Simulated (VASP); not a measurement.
# BaTe (R3m) in VASP: a series of runs

BaTe is run at these levels: PBE, r2SCAN, HSE06; tasks: single point.

All numbers are computed with VASP 6.6.1; they aren't measurements. Logs are shortened: lines on timing, memory, paths and dates and some standing lists are left out, and cuts for length are marked.

**1. The cell of the first run**

It takes space group R3m (No. 160, trigonal). Conventional cell: a = 5.535 Å, b = 5.535 Å, c = 13.699 Å, α = 90.00°, β = 90.00°, γ = 120.00°. Ba (site symmetry 3m) has 4 Te at 3.40 to 3.41 Å within 4.5 Å. Within 4.5 Å of Te (site symmetry 3m) lie 4 Ba at 3.40 to 3.41 Å.

**2. Single point, PBE (strain along [111] +1.0%)**

INCAR

```
SYSTEM = BaTe
PREC = Accurate
ENCUT = 520
EDIFF = 1E-7
ISMEAR = -1
SIGMA = 0.02
LREAL = .FALSE.
LASPH = .TRUE.
NELM = 80
ALGO = Normal
ISIF = 2
LWAVE = .FALSE.
LCHARG = .FALSE.
GGA = PE
NBANDS = 15
```

KPOINTS

```
regular mesh
0
G
  6 6 6
  0 0 0
```

POSCAR

```
BaTe
1.0
    0.0268772228      3.9410358890      3.9410358890
    3.9410358890      0.0268772228      3.9410358890
    3.9410358890      3.9410358890      0.0268772228
Ba Te
1 1
Direct
    0.0006499777      0.0006499777      0.0006499777
    0.2493500223      0.2493500223      0.2493500223
```

Potentials or basis: VASP PAW PBE potentials, release 64 (Ba_sv, Te).

Command:

```console
cat potpaw_PBE.64/Ba_sv/POTCAR potpaw_PBE.64/Te/POTCAR > POTCAR
mpirun -np 1 vasp_std > vasp.out
```

OUTCAR:

```text
SYSTEM = BaTe
   PREC = Accurate
   ENCUT = 520
   EDIFF = 1E-7
   ISMEAR = -1
   LREAL = .FALSE.
   LASPH = .TRUE.
   NELM = 80
   ISIF = 2
   GGA = PE

 ion  position               nearest neighbor table
   1  0.001  0.001  0.001-   2 3.40   2 3.40   2 3.40   2 3.41
   2  0.249  0.249  0.249-   1 3.40   1 3.40   1 3.40   1 3.41

  LATTYP: Found a trigonal (rhomboedric) cell.
 ALAT       =     5.5735312094
 COS(alpha) =     0.5068080512

  Lattice vectors:

 A1 = (   0.0268772228,   3.9410358890,   3.9410358890)
 A2 = (   3.9410358890,   0.0268772228,   3.9410358890)
 A3 = (   3.9410358890,   3.9410358890,   0.0268772228)

Analysis of symmetry for initial positions (statically):
=====================================================================
 Subroutine PRICEL returns:
 Original cell was already a primitive cell.

 Routine SETGRP: Setting up the symmetry group for a
 trigonal (rhombohedral) supercell.

 Subroutine GETGRP returns: Found  6 space group operations
 (whereof  6 operations were pure point group operations)
 out of a pool of 12 trial point group operations.

The static configuration has the point symmetry C_3v.

Analysis of symmetry for dynamics (positions and initial velocities):
=====================================================================
 Subroutine PRICEL returns:
 Original cell was already a primitive cell.

 Routine SETGRP: Setting up the symmetry group for a
 trigonal (rhombohedral) supercell.

 Subroutine GETGRP returns: Found  6 space group operations
 (whereof  6 operations were pure point group operations)
 out of a pool of 12 trial point group operations.

The dynamic configuration has the point symmetry C_3v.

 Subroutine INISYM returns: Found  6 space group operations
 (whereof  6 operations are pure point group operations),
 and found     1 'primitive' translations

----------------------------------------------------------------------------------------

                                     Primitive cell

  volume of cell :     121.1701

  direct lattice vectors                    reciprocal lattice vectors
     0.026877223  3.941035889  3.941035889    -0.128175480  0.127307265  0.127307265
     3.941035889  0.026877223  3.941035889     0.127307265 -0.128175480  0.127307265
     3.941035889  3.941035889  0.026877223     0.127307265  0.127307265 -0.128175480

  length of vectors
     5.573531209  5.573531209  5.573531209     0.221005052  0.221005052  0.221005052

[... 90 lines left out ...]
   PSTRESS=    0.0 pullay stress
   NELECT =      16.0000    total number of electrons
   NUPDOWN=      -1.0000    fix difference up-down
   EMIN   =  10.00;   EMAX   =-10.00  energy-range for DOS
   EFERMI =   0.00;   METHOD = LEGACY
   ISMEAR =    -1;   SIGMA  =   0.02  broadening in eV -4-tet -1-fermi 0-gaus
   EFERMI_NEDOS =   21; number of points for ismear=-14 and -15
   IALGO  =     38    algorithm
   IMIX   =      4    mixing-type and parameters
     AMIX     =   0.40;   BMIX     =  1.00
     AMIX_MAG =   1.60;   BMIX_MAG =  1.00
  volume/ion in A,a.u.               =      60.59       408.85
  Fermi-wavevector in a.u.,A,eV,Ry     =   0.833648  1.575367  9.455637  0.694970
  Thomas-Fermi vector in A             =   1.946908
   LORBIT       =      0    0 simple, 1 ext, 2 COOP (PROOUT), +10 PAW based schemes
   GGA     = PE    functional components
   LHFCALC =     F    Hartree Fock is set to
   AEXX    =    0.0000 exact exchange contribution
   IVDW    =     0    specifies the selected vdW correction
   LEPSILON=     F    determine dielectric tensor
   LRPA    =     F    only Hartree local field effects (RPA)
 non-spin polarized calculation
  energy-cutoff  :      520.00
  volume of cell :      121.17
 maximum number of plane-waves:      3281
 NGX is ok and might be reduce to    42
   NGX = 21   NGY = 21   NGZ = 21

 number of electron      16.0000000 magnetization

 Free energy of the ion-electron system (eV)
  ---------------------------------------------------
  ext. energy  EPLUGINS =         0.00000000
  ---------------------------------------------------
  free energy    TOTEN  =        -8.09162499 eV

  energy without entropy =       -8.09162499  energy(sigma->0) =       -8.09162499

 E-fermi :   0.4393     XC(G=0):  -6.6519

 val. band max:       -0.0112479325   @ k =   0.5000   0.5000  -0.0000
 cond. band min:       2.5485801195   @ k =   0.0000   0.0000   0.0000
 fundamental gap:      2.5598280520
 Fermi energy:         0.4392707632

 k-point     1 :       0.0000    0.0000    0.0000
  band No.  band energies     occupation
      1     -26.9404      2.00000
      2     -12.1255      2.00000
      3     -12.1255      2.00000
      4     -12.1244      2.00000
      5      -8.7278      2.00000
      6      -0.4531      2.00000
      7      -0.4285      2.00000
      8      -0.4285      2.00000
      9       2.5486      0.00000
     10       4.0985      0.00000
     11       4.0985      0.00000
     12       6.0172      0.00000
     13       6.0172      0.00000
     14       6.0555      0.00000
[... 401 lines left out ...]
      2     -12.2950      2.00000
      3     -12.1670      2.00000
      4     -12.1578      2.00000
      5      -8.3875      2.00000
      6      -0.7596      2.00000
      7      -0.2830      2.00000
      8      -0.0147      2.00000
      9       2.9061      0.00000
     10       3.7666      0.00000
     11       4.6946      0.00000
     12       5.0229      0.00000
     13       5.6533      0.00000
     14       6.9874      0.00000
     15       7.1909      0.00000

 [... further k-points ...]

------------------------ aborting loop because EDIFF is reached ----------------------------------------

  FORCE on cell =-STRESS in cart. coord.  units (eV):
  Direction    XX          YY          ZZ          XY          YZ          ZX
  --------------------------------------------------------------------------------------
  -------------------------------------------------------------------------------------
  Total        0.0120706      0.0120706      0.0120706     -0.0256247     -0.0256247     -0.0256247
  in kB        0.1596036      0.1596036      0.1596036     -0.3388242     -0.3388242     -0.3388242
  external PRESSURE =       0.1596036 kB  Pullay stress =       0.0000000 kB

 VOLUME and BASIS-vectors are now :
 -----------------------------------------------------------------------------
  energy-cutoff  :      520.00
  volume of cell :      121.17
      direct lattice vectors                 reciprocal lattice vectors
     0.026877223  3.941035889  3.941035889    -0.128175480  0.127307265  0.127307265
     3.941035889  0.026877223  3.941035889     0.127307265 -0.128175480  0.127307265
     3.941035889  3.941035889  0.026877223     0.127307265  0.127307265 -0.128175480

 POSITION                                       TOTAL-FORCE (eV/Angst)
 -----------------------------------------------------------------------------------
      0.00514      0.00514      0.00514         0.002909      0.002909      0.002909
      1.97210      1.97210      1.97210        -0.002909     -0.002909     -0.002909
 -----------------------------------------------------------------------------------
    total drift:                                0.000279      0.000279      0.000279

  FREE ENERGIE OF THE ION-ELECTRON SYSTEM (eV)
  ---------------------------------------------------
  free  energy   TOTEN  =        -8.0916249943 eV

  energy  without entropy=       -8.0916249942  energy(sigma->0) =       -8.09162499
```

OSZICAR:

```text
N       E                     dE             d eps       ncg     rms          rms(c)
DAV:   1     0.950266234957E+02    0.95027E+02   -0.57989E+03   960   0.847E+02
DAV:   2    -0.476206116893E+00   -0.95503E+02   -0.87424E+02  1297   0.149E+02
DAV:   3    -0.824442996172E+01   -0.77682E+01   -0.77154E+01  1356   0.479E+01
DAV:   4    -0.847915300867E+01   -0.23472E+00   -0.23466E+00  1260   0.821E+00
DAV:   5    -0.848265256299E+01   -0.34996E-02   -0.34995E-02  1462   0.916E-01    0.364E+00
DAV:   6    -0.811454046940E+01    0.36811E+00   -0.38379E-01  1037   0.262E+00    0.245E+00
DAV:   7    -0.806879211373E+01    0.45748E-01   -0.29472E-01  1198   0.238E+00    0.104E+00
DAV:   8    -0.808628517556E+01   -0.17493E-01   -0.36792E-02  1016   0.114E+00    0.281E-01
DAV:   9    -0.808972543588E+01   -0.34403E-02   -0.79771E-03  1142   0.475E-01    0.148E-01
DAV:  10    -0.809085764484E+01   -0.11322E-02   -0.95927E-04  1086   0.173E-01    0.381E-02
DAV:  11    -0.809159123291E+01   -0.73359E-03   -0.95018E-04  1058   0.135E-01    0.381E-02
DAV:  12    -0.809161644166E+01   -0.25209E-04   -0.42529E-05  1381   0.320E-02    0.146E-02
DAV:  13    -0.809162349907E+01   -0.70574E-05   -0.25767E-05  1093   0.217E-02    0.541E-03
DAV:  14    -0.809162481695E+01   -0.13179E-05   -0.33914E-06  1254   0.800E-03    0.752E-03
DAV:  15    -0.809162493329E+01   -0.11634E-06   -0.22010E-07  1198   0.266E-03    0.242E-03
DAV:  16    -0.809162499426E+01   -0.60970E-07   -0.22551E-07  1191   0.201E-03
   1 F= -.80916250E+01 E0= -.80916250E+01  d E =-.117620E-10
```

Run time: 87 s. Hardware: 1 thread of Intel Xeon 6975P-C, shared host; peak memory 0.28 GiB.

What came out:

- Free energy: -8.0916 eV
- Pressure: 0.0 GPa
- Largest force: 0.005 eV/Å
- Band gap on the k mesh: 2.56 eV, indirect (least direct gap 2.92 eV)

Forces on the atoms (eV/Å):
```
Ba   0.003  0.003  0.003
Te  -0.003 -0.003 -0.003
```

Caveat: the cell differs from its parent crystal (strain along [111] +1.0%); spin-orbit coupling is left out, which moves the levels of the heavy elements. A k mesh can miss the band edges.

**3. Single point, r2SCAN (strain along [111] +1.0%)**

POSCAR is that of step 2.

INCAR.step1

```
SYSTEM = BaTe
PREC = Accurate ; ENCUT = 520
ISMEAR = 0 ; SIGMA = 0.01
LREAL = .False. ; LASPH = .True.
NELM = 60 ; NBANDS = 15
GGA = PE ; ALGO = Normal
EDIFF = 1E-4 ; LWAVE = .True.
LCHARG = .False.
```

INCAR.step2

```
SYSTEM = BaTe
PREC = Accurate ; ENCUT = 520
EDIFF = 1E-6 ; ISMEAR = 0
SIGMA = 0.01 ; LREAL = .False.
LASPH = .True. ; NELM = 60
ALGO = Normal ; ISIF = 2
LWAVE = .False. ; LCHARG = .False.
METAGGA = R2SCAN ; LMIXTAU = .True.
NBANDS = 15 ; ISTART = 1
```

KPOINTS

```
regular mesh
0
Gamma
  6 6 6
  0 0 0
```

Potentials or basis: VASP PAW PBE potentials, release 64 (Ba_sv, Te).

Command:

```console
cat potpaw_PBE.64/Ba_sv/POTCAR potpaw_PBE.64/Te/POTCAR > POTCAR
cp INCAR.step1 INCAR
mpirun -np 1 vasp_std > vasp.out
cp INCAR.step2 INCAR
mpirun -np 1 vasp_std > vasp.out
```

Wall time 5.1 min (1 thread of Intel Xeon 6975P-C, shared host); peak memory 0.32 GiB.

Results (log left out):

* Free energy: -55.3758 eV
* Pressure: 0.0 GPa
* Largest force: 0.006 eV/Å
* Band gap on the k mesh: 2.93 eV, indirect (least direct gap 3.18 eV)

Forces in eV/Å, atoms in the order of the input:
```
Ba   0.004  0.004  0.004
Te  -0.004 -0.004 -0.004
```

Levels at points of the mesh, in eV from the valence-band top:
```
           k point  band 6  band 7  band 8  band 9  band 10  band 11
(0.00, 0.00, 0.00)   -0.44   -0.41   -0.41    2.93     4.58     4.58
(0.50, 0.00, 0.00)   -0.68   -0.25   -0.24    4.35     4.74     4.82
(0.50, 0.50, 0.00)   -0.94   -0.01    0.00    3.18     4.35     5.45
(0.50, 0.50, 0.50)   -0.70   -0.23   -0.23    4.34     4.77     4.77
```

Caveat: the cell differs from its parent crystal (strain along [111] +1.0%); the PAW data sets were made with another functional, which shifts forces and pressure a little; spin-orbit coupling is left out, which moves the levels of the heavy elements.

**4. Single point, HSE06 (strain along [111] +1.0%)**

POSCAR is that of step 3.

INCAR.step1

```
SYSTEM = BaTe
PREC = Accurate
ENCUT = 520
EDIFF = 1E-5
ISMEAR = 0
SIGMA = 0.01
LREAL = .False.
LASPH = .True.
NELM = 60
ALGO = Normal
ISIF = 2
LWAVE = .True.
LCHARG = .False.
NBANDS = 15
GGA = PE
```

INCAR.step2

```
SYSTEM = BaTe
PREC = Accurate
ENCUT = 520
EDIFF = 1E-7
ISMEAR = 0
SIGMA = 0.01
LREAL = .False.
LASPH = .True.
NELM = 60
ALGO = Normal
ISIF = 2
LWAVE = .False.
LCHARG = .False.
GGA = PE
LHFCALC = .True.
HFSCREEN = 0.2079
PRECFOCK = Normal
NBANDS = 15
ISTART = 1
```

KPOINTS

```
Automatic mesh
0
Gamma
  4 4 4
  0 0 0
```

Command:

```console
cat potpaw_PBE.64/Ba_sv/POTCAR potpaw_PBE.64/Te/POTCAR > POTCAR
cp INCAR.step1 INCAR
mpirun -np 1 vasp_std > vasp.out
cp INCAR.step2 INCAR
mpirun -np 1 vasp_std > vasp.out
```

Run time: 40 min. Hardware: 1 thread of Intel Xeon 6975P-C, shared host; peak memory 0.4 GiB.

Results (log left out):

```yaml
Free_energy: -9.2281 eV
Pressure: -0.2 GPa
Largest_force: 0.004 eV/Å
Band_gap_on_the_k_mesh: 3.27 eV, indirect (least direct gap 3.69 eV)
```

Forces in eV/Å, atoms in the order of the input:
```
Ba   0.002  0.002  0.002
Te  -0.002 -0.002 -0.002
```

Levels at points of the mesh, in eV from the valence-band top:
| k point | band 6 | band 7 | band 8 | band 9 | band 10 | band 11 |
| --- | --- | --- | --- | --- | --- | --- |
| (0.00, 0.00, 0.00) | -0.45 | -0.42 | -0.42 | 3.27 | 5.08 | 5.08 |
| (0.50, 0.00, 0.00) | -0.72 | -0.25 | -0.24 | 4.85 | 5.22 | 5.29 |
| (0.50, 0.50, 0.00) | -0.99 | -0.01 | 0.00 | 3.69 | 4.75 | 5.95 |
| (0.50, 0.50, 0.50) | -0.74 | -0.23 | -0.23 | 4.84 | 5.26 | 5.26 |

Caveat: the cell differs from its parent crystal (strain along [111] +1.0%); the PAW data sets were made with another functional, which shifts forces and pressure a little; spin-orbit coupling is left out, which moves the levels of the heavy elements. A k mesh can miss the band edges.

**5. The runs side by side**

```csv
level,k mesh,smearing,grid for exact exchange (PRECFOCK),screening parameter,gap on the mesh (eV),pressure (GPa),largest force (eV/Å)
PBE,6 × 6 × 6,fermi-dirac 0.02 eV,-,-,2.56,0.0,0.01
r2SCAN,6 × 6 × 6,gaussian 0.01 eV,-,-,2.93,0.0,0.01
HSE06,4 × 4 × 4,gaussian 0.01 eV,Normal,0.2079 1/Å,3.27,-0.2,-
```

Alike in all rows: task single point; potentials or basis VASP PAW PBE potentials, release 64 (Ba_sv, Te); no spin polarisation; cell as given; cutoff (eV) 520.

Caveats: spin-orbit coupling is left out, which moves the levels of the heavy elements; the PAW data sets were made with another functional, which shifts forces and pressure a little (some runs).

Absolute energies hang on the potentials; compare differences alone.
